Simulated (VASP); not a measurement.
Set up this calculation in VASP 6.6.1, as the native input.

```
Task                   : single point
Functional             : PBEsol
Potentials or basis    : VASP PAW PBE potentials, release 64 (Cs_sv, Pb_d, Br)
Cutoff                 : 400 eV
k mesh                 : 1 × 1 × 1, shifted
Occupations            : fermi-dirac, width 0.05 eV
Spin                   : no spin polarisation
Dipole correction      : no
Further INCAR settings : LREAL = Auto; ALGO = Normal; EDIFF = 1e-06; NBANDS = 193; ISYM = -1
```

The structure of Cs7Pb8Br23 (a cell with a defect) lies in POSCAR:

```
Cs7Pb8Br23
1.0
   11.7633300000      0.0000000000      0.0000000000
    0.0000000000     11.7633300000      0.0000000000
    0.0000000000      0.0000000000     11.7633300000
Cs Pb Br
7 8 23
Direct
    0.9959920000      0.0022380000      0.0034170000
    0.9970190000      0.9808690000      0.4916820000
    0.9977560000      0.5198030000      0.0107060000
    0.9750300000      0.5113450000      0.5406200000
    0.5194290000      0.9953230000      0.9868760000
    0.5297080000      0.9587570000      0.4685940000
    0.5100240000      0.5228340000      0.9864440000
    0.2522000000      0.2484840000      0.2632980000
    0.2453360000      0.2611110000      0.7372210000
    0.2516670000      0.7450600000      0.2493170000
    0.2477950000      0.7627010000      0.7528090000
    0.7558870000      0.2434290000      0.2488070000
    0.7474200000      0.2514440000      0.7529300000
    0.7537280000      0.7373760000      0.2465130000
    0.7469810000      0.7522820000      0.7482180000
    0.1880040000      0.2580820000      0.4985080000
    0.2086900000      0.7603280000      0.0043180000
    0.2654370000      0.7887570000      0.5030430000
    0.7470000000      0.1998670000      0.9997870000
    0.7964470000      0.2587170000      0.5001510000
    0.7790690000      0.7768970000      0.9980200000
    0.7373770000      0.7256710000      0.4980920000
    0.0110310000      0.2612250000      0.1984250000
    0.0030280000      0.2514040000      0.7949720000
    0.0030670000      0.7066730000      0.2831440000
    0.9972370000      0.7704670000      0.7247380000
    0.5034070000      0.1955510000      0.2538560000
    0.4936910000      0.2644090000      0.7908910000
    0.5027100000      0.7750200000      0.2121750000
    0.4973840000      0.7581810000      0.7856080000
    0.2153550000      0.9969710000      0.2428640000
    0.2511350000      0.0153350000      0.7895840000
    0.2732700000      0.4885930000      0.1960710000
    0.2238420000      0.5080260000      0.7725750000
    0.7828050000      0.9901840000      0.2705550000
    0.7342600000      0.0020140000      0.7139770000
    0.7383890000      0.4907780000      0.1963300000
    0.7697880000      0.5021300000      0.7865150000
```

One way to write it, as run:

INCAR

```
ALGO     = Normal         # electronic algorithm
EDIFF    = 1E-6           # SCF threshold, eV
ENCUT    = 400            # plane-wave cutoff, eV
GGA      = PS             # functional
GGA_COMPAT= False        
ISIF     = 2              # what is computed and relaxed
ISMEAR   = -1             # smearing method
ISYM     = -1           
LASPH    = True           # aspherical terms in the spheres
LCHARG   = True           # write CHGCAR
LELF     = True           # ELF
LREAL    = Auto         
LVHAR    = True         
LWAVE    = False          # write WAVECAR
NBANDS   = 193            # bands
NELM     = 120            # most SCF steps
PREC     = Accurate       # precision mode
SIGMA    = 0.05           # smearing width, eV
```

KPOINTS

```
explicit points
1
Reciprocal
  0.25000000   0.25000000   0.25000000 1
```

Potentials or basis: VASP PAW PBE potentials, release 64 (Cs_sv, Pb_d, Br).

Launch:

```bash
$ cat potpaw_PBE.64/Cs_sv/POTCAR potpaw_PBE.64/Pb_d/POTCAR potpaw_PBE.64/Br/POTCAR > POTCAR
$ mpirun -np 1 vasp_std > vasp.out
```

It gave:

The pressure is -0.5 GPa and the largest force is 0.016 eV/Å. The band gap on the k mesh is 2.55 eV.

Caveat: the PAW data sets were made with another functional, which shifts forces and pressure a little; spin-orbit coupling is left out, which moves the levels of the heavy elements.

It took 6.5 min on 1 thread of Intel(R) Xeon(R) 6975P-C (Granite Rapids), on a shared host, peak memory 0.99 GiB.
